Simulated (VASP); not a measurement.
A run of VASP 6.6.1 is set up as follows.

File POSCAR:

```
SnO
1.0
    3.4232701772      0.0000000000      0.0000000000
   -1.7116350886      2.9646389374      0.0000000000
    0.0000000000      0.0000000000      6.4179554290
Sn O
2 2
Direct
    0.0000000000      0.0000000000      0.0000000000
    0.0000000000      0.0000000000      0.5000000000
    0.3333333333      0.6666666667      0.2500000000
    0.6666666667      0.3333333333      0.7500000000
```

File INCAR.step1:

```
SYSTEM = SnO
PREC     = Accurate       ! precision mode
ENCUT    = 520            ! plane-wave cutoff, eV
ISMEAR   = 1              ! smearing method
SIGMA    = 0.2            ! smearing width, eV
LREAL    = .FALSE.        ! projectors in reciprocal space
LASPH    = .TRUE.         ! aspherical terms in the spheres
NELM     = 60             ! most SCF steps
NBANDS   = 28             ! bands
GGA      = PE             ! functional
ALGO     = Normal         ! electronic algorithm
EDIFF    = 1E-4           ! SCF threshold, eV
LWAVE    = .TRUE.         ! write WAVECAR
LCHARG   = .FALSE.        ! write CHGCAR
```

INCAR.step2

```
SYSTEM = SnO
PREC     = Accurate       ! precision mode
ENCUT    = 520            ! plane-wave cutoff, eV
EDIFF    = 1E-7           ! SCF threshold, eV
ISMEAR   = 1              ! smearing method
SIGMA    = 0.2            ! smearing width, eV
LREAL    = .FALSE.        ! projectors in reciprocal space
LASPH    = .TRUE.         ! aspherical terms in the spheres
NELM     = 60             ! most SCF steps
ALGO     = Normal         ! electronic algorithm
ISIF     = 2              ! what is computed and relaxed
LWAVE    = .FALSE.        ! write WAVECAR
LCHARG   = .FALSE.        ! write CHGCAR
METAGGA  = R2SCAN         ! meta-GGA
LMIXTAU  = .TRUE.       
NBANDS   = 28             ! bands
ISTART   = 1
```

File KPOINTS:

```
regular mesh
0
G
  6 6 4
  0 0 0
```

Potentials or basis: VASP PAW PBE potentials, release 64 (Sn_d, O).

The run is started by

```sh
$ cat potpaw_PBE.64/Sn_d/POTCAR potpaw_PBE.64/O/POTCAR > POTCAR
$ cp INCAR.step1 INCAR
$ mpirun -np 1 vasp_std > vasp.out
$ cp INCAR.step2 INCAR
$ mpirun -np 1 vasp_std > vasp.out
```

Task: What does it give for the pressure?

Result: 0.3 GPa.

Task: Estimate the band gap on the k mesh.

Result: Zero (bands 20 and 21 overlap by 0.83 eV).

Stress tensor (GPa, compression positive):
```
0.06 0.00 0.00
0.00 0.06 0.00
0.00 0.00 0.72
```

Caveat: the PAW data sets were made with another functional, which shifts forces and pressure a little; spin-orbit coupling is left out, which moves the levels of the heavy elements.
